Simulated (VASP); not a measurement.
# SrO (I4mm) in VASP: a series of runs

Runs on SrO. Level: PBE. Tasks: single point.

All numbers are computed with VASP 6.6.1; they aren't measurements. Logs are shortened: lines on timing, memory, paths and dates and some standing lists are left out, and cuts for length are marked.

**1. The cell of the first run**

The structure is tetragonal, space group I4mm (No. 107). The conventional cell has a = 3.634 Å, b = 3.634 Å, c = 5.140 Å, α = 90.00°, β = 90.00°, γ = 90.00°. Within 3.3 Å of Sr (site symmetry 4mm) lie 6 O at 2.47 to 2.67 Å. Within 3.3 Å of O (site symmetry 4mm) lie 6 Sr at 2.47 to 2.67 Å.

**2. Single point, PBE**

File INCAR:

```
PREC = Accurate
ENCUT = 520
EDIFF = 1E-6
ISMEAR = 0
SIGMA = 0.05
LREAL = F
LASPH = T
NELM = 100
ALGO = Normal
ISIF = 2
LWAVE = F
LCHARG = T
GGA = PE
LELF = T
LVHAR = T
NBANDS = 15
```

File KPOINTS:

```
Automatic mesh
0
Gamma
  8 8 8
```

File POSCAR:

```
SrO
1.0
    0.0000000000      2.5698000000      2.5698000000
    2.5698000000      0.0000000000      2.5698000000
    2.5698000000      2.5698000000      0.0000000000
Sr O
1 1
Direct
    0.0194567671      0.0194567671     -0.0194567671
    0.5000000000      0.5000000000      0.5000000000
```

Potentials or basis: VASP PAW PBE potentials, release 64 (Sr_sv, O).

Run with:

```console
$ cat potpaw_PBE.64/Sr_sv/POTCAR potpaw_PBE.64/O/POTCAR > POTCAR
$ mpirun -np 1 vasp_std > vasp.out
```

OUTCAR:

```text
PREC = Accurate
   ENCUT = 520
   EDIFF = 1E-6
   ISMEAR = 0
   LREAL = F
   LASPH = T
   NELM = 100
   ISIF = 2
   GGA = PE

 ion  position               nearest neighbor table
   1  0.019  0.019  0.981-   2 2.47   2 2.57   2 2.57   2 2.57   2 2.57   2 2.67
   2  0.500  0.500  0.500-   1 2.47   1 2.57   1 2.57   1 2.57   1 2.57   1 2.67

  LATTYP: Found a face centered cubic cell.
 ALAT       =     5.1396000000

  Lattice vectors:

 A1 = (   0.0000000000,   2.5698000000,   2.5698000000)
 A2 = (   2.5698000000,   0.0000000000,   2.5698000000)
 A3 = (   2.5698000000,   2.5698000000,   0.0000000000)

Analysis of symmetry for initial positions (statically):
=====================================================================
 Subroutine PRICEL returns:
 Original cell was already a primitive cell.

 Routine SETGRP: Setting up the symmetry group for a
 face centered cubic supercell.

 Subroutine GETGRP returns: Found  8 space group operations
 (whereof  8 operations were pure point group operations)
 out of a pool of 48 trial point group operations.

The static configuration has the point symmetry C_4v.

Analysis of symmetry for dynamics (positions and initial velocities):
=====================================================================
 Subroutine PRICEL returns:
 Original cell was already a primitive cell.

 Routine SETGRP: Setting up the symmetry group for a
 face centered cubic supercell.

 Subroutine GETGRP returns: Found  8 space group operations
 (whereof  8 operations were pure point group operations)
 out of a pool of 48 trial point group operations.

The dynamic configuration has the point symmetry C_4v.

 Subroutine INISYM returns: Found  8 space group operations
 (whereof  8 operations are pure point group operations),
 and found     1 'primitive' translations

----------------------------------------------------------------------------------------

                                     Primitive cell

  volume of cell :      33.9413

  direct lattice vectors                    reciprocal lattice vectors
     0.000000000  2.569800000  2.569800000    -0.194567671  0.194567671  0.194567671
     2.569800000  0.000000000  2.569800000     0.194567671 -0.194567671  0.194567671
     2.569800000  2.569800000  0.000000000     0.194567671  0.194567671 -0.194567671

  length of vectors
     3.634246013  3.634246013  3.634246013     0.337001091  0.337001091  0.337001091

  position of ions in fractional coordinates (direct lattice)
     0.019456767  0.019456767  0.980543233
     0.500000000  0.500000000  0.500000000
[... 82 lines left out ...]
   NFREE  =      0    steps in history (QN), initial steepest desc. (CG)
   ISIF   =      2    stress and relaxation
   ISYM   =      2    0-nonsym 1-usesym 2-fastsym
   POTIM  = 0.5000    time-step for ionic-motion
   TEBEG  =    0.0;   TEEND  =   0.0 temperature during run
   PSTRESS=    0.0 pullay stress
   NELECT =      16.0000    total number of electrons
   NUPDOWN=      -1.0000    fix difference up-down
   EMIN   =  10.00;   EMAX   =-10.00  energy-range for DOS
   EFERMI =   0.00;   METHOD = LEGACY
   ISMEAR =     0;   SIGMA  =   0.05  broadening in eV -4-tet -1-fermi 0-gaus
   EFERMI_NEDOS =   21; number of points for ismear=-14 and -15
   IALGO  =     38    algorithm
   IMIX   =      4    mixing-type and parameters
     AMIX     =   0.40;   BMIX     =  1.00
     AMIX_MAG =   1.60;   BMIX_MAG =  1.00
  volume/ion in A,a.u.               =      16.97       114.52
  Fermi-wavevector in a.u.,A,eV,Ry     =   1.274106  2.407711 22.086959  1.623346
  Thomas-Fermi vector in A             =   2.406892
   LORBIT       =      0    0 simple, 1 ext, 2 COOP (PROOUT), +10 PAW based schemes
   GGA     = PE    functional components
   LHFCALC =     F    Hartree Fock is set to
   AEXX    =    0.0000 exact exchange contribution
   IVDW    =     0    specifies the selected vdW correction
   LEPSILON=     F    determine dielectric tensor
   LRPA    =     F    only Hartree local field effects (RPA)
 non-spin polarized calculation
 Gauss-broadening in eV      SIGMA  =   0.05
  energy-cutoff  :      520.00
  volume of cell :       33.94
 maximum number of plane-waves:       941
   NGX = 13   NGY = 13   NGZ = 13

 number of electron      15.9999997 magnetization

 Free energy of the ion-electron system (eV)
  ---------------------------------------------------
  ext. energy  EPLUGINS =         0.00000000
  ---------------------------------------------------
  free energy    TOTEN  =       -12.02832457 eV

  energy without entropy =      -12.02832457  energy(sigma->0) =      -12.02832457

 E-fermi :   1.9058     XC(G=0): -10.0306

 val. band max:        1.6455516144   @ k =   0.0000   0.0000   0.0000
 cond. band min:       4.9351470536   @ k =   0.5000   0.5000   0.0000
 fundamental gap:      3.2895954393
 Fermi energy:         1.9057896658

 k-point     1 :       0.0000    0.0000    0.0000
  band No.  band energies     occupation
      1     -30.7072      2.00000
      2     -13.4562      2.00000
      3     -12.3439      2.00000
      4     -12.3439      2.00000
      5     -12.3184      2.00000
      6       1.6389      2.00000
      7       1.6389      2.00000
      8       1.6456      2.00000
      9       5.6551      0.00000
     10       7.8889      0.00000
     11       7.9272      0.00000
     12       7.9272      0.00000
     13      10.0577      0.00000
     14      10.1198      0.00000
[... 401 lines left out ...]
      2     -14.4805      2.00000
      3     -12.7938      2.00000
      4     -12.5733      2.00000
      5     -11.7353      2.00000
      6       0.4499      2.00000
      7       0.9273      2.00000
      8       1.0412      2.00000
      9       6.6838      0.00000
     10       9.2433      0.00000
     11      10.8353      0.00000
     12      11.3595      0.00000
     13      12.7483      0.00000
     14      14.0609      0.00000
     15      15.4678      0.00000

 [... further k-points ...]
[... 5 lines left out ...]
  --------------------------------------------------------------------------------------
  -------------------------------------------------------------------------------------
  Total        0.7178404      0.7178404      0.9671709      0.0000000     -0.0000000      0.0000000
  in kB       33.8852346     33.8852346     45.6547371      0.0000000     -0.0000000      0.0000000
  external PRESSURE =      37.8084021 kB  Pullay stress =       0.0000000 kB

 VOLUME and BASIS-vectors are now :
 -----------------------------------------------------------------------------
  energy-cutoff  :      520.00
  volume of cell :       33.94
      direct lattice vectors                 reciprocal lattice vectors
     0.000000000  2.569800000  2.569800000    -0.194567671  0.194567671  0.194567671
     2.569800000  0.000000000  2.569800000     0.194567671 -0.194567671  0.194567671
     2.569800000  2.569800000  0.000000000     0.194567671  0.194567671 -0.194567671

 POSITION                                       TOTAL-FORCE (eV/Angst)
 -----------------------------------------------------------------------------------
      2.56980      2.56980      0.10000         0.000000      0.000000     -0.249423
      2.56980      2.56980      2.56980         0.000000      0.000000      0.249423
 -----------------------------------------------------------------------------------
    total drift:                                0.000000      0.000000     -0.000092

  FREE ENERGIE OF THE ION-ELECTRON SYSTEM (eV)
  ---------------------------------------------------
  free  energy   TOTEN  =       -12.0283245659 eV

  energy  without entropy=      -12.0283245659  energy(sigma->0) =      -12.02832457
```

OSZICAR:

```text
N       E                     dE             d eps       ncg     rms          rms(c)
DAV:   1     0.662375031704E+02    0.66238E+02   -0.84181E+03  1770   0.104E+03
DAV:   2    -0.110136806930E+02   -0.77251E+02   -0.70752E+02  2410   0.219E+02
DAV:   3    -0.141720177172E+02   -0.31583E+01   -0.31428E+01  2306   0.393E+01
DAV:   4    -0.142374764661E+02   -0.65459E-01   -0.65450E-01  2172   0.571E+00
DAV:   5    -0.142394747341E+02   -0.19983E-02   -0.19983E-02  2284   0.775E-01    0.167E+01
DAV:   6    -0.121755575681E+02    0.20639E+01   -0.66892E+00  1812   0.196E+01    0.195E+01
DAV:   7    -0.120367449971E+02    0.13881E+00   -0.29833E-01  2078   0.488E+00    0.113E+01
DAV:   8    -0.120262037671E+02    0.10541E-01   -0.11750E-01  2253   0.341E+00    0.471E-01
DAV:   9    -0.120276883658E+02   -0.14846E-02   -0.57200E-03  2303   0.484E-01    0.233E-01
DAV:  10    -0.120281629062E+02   -0.47454E-03   -0.44428E-04  1910   0.196E-01    0.818E-02
DAV:  11    -0.120283059244E+02   -0.14302E-03   -0.13834E-04  1931   0.870E-02    0.273E-02
DAV:  12    -0.120283247803E+02   -0.18856E-04   -0.25240E-05  1896   0.372E-02    0.179E-02
DAV:  13    -0.120283245659E+02    0.21445E-06   -0.11286E-06  1854   0.100E-02
   1 F= -.12028325E+02 E0= -.12028325E+02  d E =-.141004E-15
```

stdout:

```text
POSCAR found type information on POSCAR SrO
 POSCAR found :  2 types and       2 ions
 scaLAPACK will be used
 LDA part: xc-table for (Slater+PW92), standard interpolation
 POSCAR, INCAR and KPOINTS ok, starting setup
 FFT: planning ... GRIDC
 FFT: planning ... GRID_SOFT
 FFT: planning ... GRID
 WAVECAR not read
 entering main loop
```

It took 24 s on 1 thread of Intel Xeon 6975P-C, shared host; peak memory 0.18 GiB.

Results:

| Quantity | Value |
| --- | --- |
| Free energy | -12.0283 eV |
| Pressure | 3.8 GPa |
| Largest force | 0.249 eV/Å |
| Band gap on the k mesh | 3.29 eV, indirect (least direct gap 3.36 eV) |

Forces on the atoms (eV/Å):
```
Sr   0.000  0.000 -0.249
O    0.000  0.000  0.249
```

Stress tensor (GPa, compression positive):
```
3.39 0.00 0.00
0.00 3.39 0.00
0.00 0.00 4.57
```

Caveat: the cell differs from its parent crystal (all Sr atoms moved -0.100 Å, as atom 1 towards its neighbour atom 2 (O) at 2.570 Å).

**3. Single point, PBE**

File INCAR:

```
ALGO     = Normal         # electronic algorithm
EDIFF    = 1E-6           # SCF threshold, eV
ENCUT    = 520            # plane-wave cutoff, eV
GGA      = PE             # functional
ISIF     = 2              # what is computed and relaxed
ISMEAR   = 0              # smearing method
LASPH    = T              # aspherical terms in the spheres
LCHARG   = F              # write CHGCAR
LREAL    = F              # projectors in reciprocal space
LWAVE    = F              # write WAVECAR
NBANDS   = 15             # bands
NELM     = 80             # most SCF steps
PREC     = Accurate       # precision mode
SIGMA    = 0.05           # smearing width, eV
```

File KPOINTS:

```
k-points
0
Gamma
  8 8 8
```

POSCAR: that of step 2 with these lines changed.

```diff
@@ -8,3 +8,3 @@
 Direct
-    0.0194567671      0.0194567671     -0.0194567671
+   -0.0145925753     -0.0145925753      0.0145925753
     0.5000000000      0.5000000000      0.5000000000
```

Potentials or basis: VASP PAW PBE potentials, release 64 (Sr_sv, O).

Run with:

```console
$ cat potpaw_PBE.64/Sr_sv/POTCAR potpaw_PBE.64/O/POTCAR > POTCAR
$ mpirun -np 1 vasp_std > vasp.out
```

Wall time 24 s (1 thread of Intel Xeon 6975P-C, shared host); peak memory 0.18 GiB.

It converged, with:

* Free energy: -12.0337 eV
* Pressure: 3.7 GPa
* Largest force: 0.181 eV/Å
* Band gap on the k mesh: 3.28 eV, indirect (least direct gap 3.36 eV)

Forces on the atoms (eV/Å):
```
Sr   0.000  0.000  0.181
O    0.000  0.000 -0.181
```

Stress tensor (GPa, compression positive):
```
3.44 0.00 0.00
0.00 3.44 0.00
0.00 0.00 4.10
```

Levels at points of the mesh, in eV from the valence-band top:
| k point | band 6 | band 7 | band 8 | band 9 | band 10 | band 11 |
| --- | --- | --- | --- | --- | --- | --- |
| (0.00, 0.00, 0.00) | 0.00 | 0.00 | 0.00 | 4.00 | 6.23 | 6.25 |
| (0.50, 0.00, 0.00) | -2.16 | -1.13 | -1.12 | 6.57 | 8.42 | 8.87 |
| (0.50, 0.50, 0.00) | -0.41 | -0.08 | -0.08 | 3.28 | 7.81 | 10.20 |
| (0.00, 0.50, 0.50) | -0.42 | -0.11 | -0.07 | 3.32 | 7.81 | 10.21 |

Caveat: the cell differs from its parent crystal (all Sr atoms moved +0.075 Å, as atom 1 towards its neighbour atom 2 (O) at 2.570 Å).

**4. Single point, PBE**

INCAR: that of step 3 with these lines changed.

```diff
@@ -11,3 +11,3 @@
 NBANDS   = 15             # bands
-NELM     = 80             # most SCF steps
+NELM     = 60             # most SCF steps
 PREC     = Accurate       # precision mode
```

KPOINTS is that of step 3.

POSCAR: that of step 3 with these lines changed.

```diff
@@ -8,3 +8,3 @@
 Direct
-   -0.0145925753     -0.0145925753      0.0145925753
+    0.0097283835      0.0097283835     -0.0097283835
     0.5000000000      0.5000000000      0.5000000000
```

Potentials or basis: VASP PAW PBE potentials, release 64 (Sr_sv, O).

Run with:

```console
$ cat potpaw_PBE.64/Sr_sv/POTCAR potpaw_PBE.64/O/POTCAR > POTCAR
$ mpirun -np 1 vasp_std > vasp.out
```

OUTCAR:

```text
EDIFF = 1E-6
   ENCUT = 520
   GGA = PE
   ISIF = 2
   ISMEAR = 0
   LASPH = T
   LREAL = F
   NELM = 60
   PREC = Accurate

 ion  position               nearest neighbor table
   1  0.010  0.010  0.990-   2 2.52   2 2.57   2 2.57   2 2.57   2 2.57   2 2.62
   2  0.500  0.500  0.500-   1 2.52   1 2.57   1 2.57   1 2.57   1 2.57   1 2.62

  LATTYP: Found a face centered cubic cell.
 ALAT       =     5.1396000000

  Lattice vectors:

 A1 = (   0.0000000000,   2.5698000000,   2.5698000000)
 A2 = (   2.5698000000,   0.0000000000,   2.5698000000)
 A3 = (   2.5698000000,   2.5698000000,   0.0000000000)

Analysis of symmetry for initial positions (statically):
=====================================================================
 Subroutine PRICEL returns:
 Original cell was already a primitive cell.

 Routine SETGRP: Setting up the symmetry group for a
 face centered cubic supercell.

 Subroutine GETGRP returns: Found  8 space group operations
 (whereof  8 operations were pure point group operations)
 out of a pool of 48 trial point group operations.

The static configuration has the point symmetry C_4v.

Analysis of symmetry for dynamics (positions and initial velocities):
=====================================================================
 Subroutine PRICEL returns:
 Original cell was already a primitive cell.

 Routine SETGRP: Setting up the symmetry group for a
 face centered cubic supercell.

 Subroutine GETGRP returns: Found  8 space group operations
 (whereof  8 operations were pure point group operations)
 out of a pool of 48 trial point group operations.

The dynamic configuration has the point symmetry C_4v.

 Subroutine INISYM returns: Found  8 space group operations
 (whereof  8 operations are pure point group operations),
 and found     1 'primitive' translations

----------------------------------------------------------------------------------------

                                     Primitive cell

[... 114 lines left out ...]
   LORBIT       =      0    0 simple, 1 ext, 2 COOP (PROOUT), +10 PAW based schemes
   GGA     = PE    functional components
   LHFCALC =     F    Hartree Fock is set to
   AEXX    =    0.0000 exact exchange contribution
   IVDW    =     0    specifies the selected vdW correction
   LEPSILON=     F    determine dielectric tensor
   LRPA    =     F    only Hartree local field effects (RPA)
 non-spin polarized calculation
 Gauss-broadening in eV      SIGMA  =   0.05
  energy-cutoff  :      520.00
  volume of cell :       33.94
 maximum number of plane-waves:       941
   NGX = 13   NGY = 13   NGZ = 13

 number of electron      15.9999997 magnetization

 Free energy of the ion-electron system (eV)
  ---------------------------------------------------
  ext. energy  EPLUGINS =         0.00000000
  ---------------------------------------------------
  free energy    TOTEN  =       -12.03741581 eV

  energy without entropy =      -12.03741581  energy(sigma->0) =      -12.03741581

 E-fermi :   1.9077     XC(G=0): -10.0325

 val. band max:        1.6637271513   @ k =   0.0000   0.0000   0.0000
 cond. band min:       4.9341643138   @ k =   0.5000   0.5000   0.0000
 fundamental gap:      3.2704371625
 Fermi energy:         1.9076906766

 k-point     1 :       0.0000    0.0000    0.0000
  band No.  band energies     occupation
      1     -30.7124      2.00000
      2     -13.4310      2.00000
      3     -12.3489      2.00000
      4     -12.3489      2.00000
      5     -12.3424      2.00000
      6       1.6621      2.00000
      7       1.6621      2.00000
      8       1.6637      2.00000
      9       5.6610      0.00000
     10       7.8850      0.00000
     11       7.8946      0.00000
     12       7.8946      0.00000
     13      10.0549      0.00000
     14      10.0705      0.00000
[... 401 lines left out ...]
      2     -14.4581      2.00000
      3     -12.7964      2.00000
      4     -12.5771      2.00000
      5     -11.7567      2.00000
      6       0.4496      2.00000
      7       0.9221      2.00000
      8       1.0445      2.00000
      9       6.6854      0.00000
     10       9.2874      0.00000
     11      10.8275      0.00000
     12      11.3550      0.00000
     13      12.7618      0.00000
     14      14.0389      0.00000
     15      15.4433      0.00000

 [... further k-points ...]
[... 5 lines left out ...]
  --------------------------------------------------------------------------------------
  -------------------------------------------------------------------------------------
  Total        0.7372546      0.7372546      0.7995349      0.0000000      0.0000000      0.0000000
  in kB       34.8016721     34.8016721     37.7415764      0.0000000      0.0000000      0.0000000
  external PRESSURE =      35.7816402 kB  Pullay stress =       0.0000000 kB

 VOLUME and BASIS-vectors are now :
 -----------------------------------------------------------------------------
  energy-cutoff  :      520.00
  volume of cell :       33.94
      direct lattice vectors                 reciprocal lattice vectors
     0.000000000  2.569800000  2.569800000    -0.194567671  0.194567671  0.194567671
     2.569800000  0.000000000  2.569800000     0.194567671 -0.194567671  0.194567671
     2.569800000  2.569800000  0.000000000     0.194567671  0.194567671 -0.194567671

 POSITION                                       TOTAL-FORCE (eV/Angst)
 -----------------------------------------------------------------------------------
      2.56980      2.56980      0.05000         0.000000      0.000000     -0.117704
      2.56980      2.56980      2.56980         0.000000      0.000000      0.117704
 -----------------------------------------------------------------------------------
    total drift:                                0.000000      0.000000     -0.000140

  FREE ENERGIE OF THE ION-ELECTRON SYSTEM (eV)
  ---------------------------------------------------
  free  energy   TOTEN  =       -12.0374158100 eV

  energy  without entropy=      -12.0374158100  energy(sigma->0) =      -12.03741581
```

stdout:

```text
POSCAR found type information on POSCAR SrO
 POSCAR found :  2 types and       2 ions
 scaLAPACK will be used
 LDA part: xc-table for (Slater+PW92), standard interpolation
 POSCAR, INCAR and KPOINTS ok, starting setup
 FFT: planning ... GRIDC
 FFT: planning ... GRID_SOFT
 FFT: planning ... GRID
 WAVECAR not read
 entering main loop
```

It took 24 s on 1 thread of Intel Xeon 6975P-C, shared host; peak memory 0.17 GiB.

Results:

| Property | Result |
| --- | --- |
| Free energy | -12.0374 eV |
| Pressure | 3.6 GPa |
| Largest force | 0.118 eV/Å |
| Band gap on the k mesh | 3.27 eV, indirect (least direct gap 3.35 eV) |

Forces on the atoms (eV/Å):
```
Sr   0.000  0.000 -0.118
O    0.000  0.000  0.118
```

Levels at points of the mesh, in eV from the valence-band top:
```tsv
k point	band 6	band 7	band 8	band 9	band 10	band 11
(0.00, 0.00, 0.00)	0.00	0.00	0.00	4.00	6.22	6.23
(0.50, 0.00, 0.00)	-2.17	-1.13	-1.13	6.56	8.45	8.86
(0.50, 0.50, 0.00)	-0.42	-0.08	-0.08	3.27	7.81	10.19
(0.00, 0.50, 0.50)	-0.43	-0.10	-0.08	3.29	7.81	10.19
```

Caveat: the cell differs from its parent crystal (all Sr atoms moved -0.050 Å, as atom 1 towards its neighbour atom 2 (O) at 2.570 Å).

(Part 1 of 2 ends here.)
